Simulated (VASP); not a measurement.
Runs of VASP 6.6.1 on SnO. The structure is that of space group Pmn2_1 (No. 31), or close to it. The cells are those of the table. 

```tsv
cell	gap on the mesh (eV)	pressure (GPa)	largest force (eV/Å)
a = 3.531, b = 5.681, c = 3.885 Å, 4 atoms	1.32	-3.1	0.35
a = 2.958, b = 5.710, c = 3.904 Å, 4 atoms	(a)	18.0	2.27
a = 3.829, b = 5.456, c = 3.731 Å, 4 atoms	1.21	-2.8	0.82
a = 3.676, b = 5.238, c = 3.581 Å, 4 atoms	0.95	8.6	2.36
a = 3.004, b = 6.160, c = 4.212 Å, 4 atoms	1.53	0.7	0.86
a = 3.257, b = 5.916, c = 4.045 Å, 4 atoms	1.42	-2.1	0.58
a = 3.478, b = 5.266, c = 3.601 Å, 4 atoms	0.92	(b)	2.82
a = 3.208, b = 5.483, c = 3.749 Å, 4 atoms	1.19	14.7	2.27
```

Alike in all rows: task single point; level PBE+D3(BJ); potentials or basis VASP PAW PBE potentials, release 64 (Sn_d, O); no spin polarisation; k mesh 10 × 6 × 8; cutoff (eV) 520; smearing gaussian 0.05 eV.

Fill in the values left out.

(a) 1.18; (b) 13.9.

Caveats: spin-orbit coupling is left out, which moves the levels of the heavy elements; forces of over 1 eV/Å act on the atoms, so gaps and moduli don't describe the material at rest (at least some runs); the stress differs along the axes, from -6 to -1 GPa (at least some runs); the stress differs along the axes, from 8 to 32 GPa (at least some runs); the stress differs along the axes, from -10 to 4 GPa (at least some runs); the stress differs along the axes, from -1 to 21 GPa (at least some runs); the stress differs along the axes, from -8 to 13 GPa (at least some runs).

A k mesh can miss the band edges, and the runs leave out spin-orbit coupling on Sn.
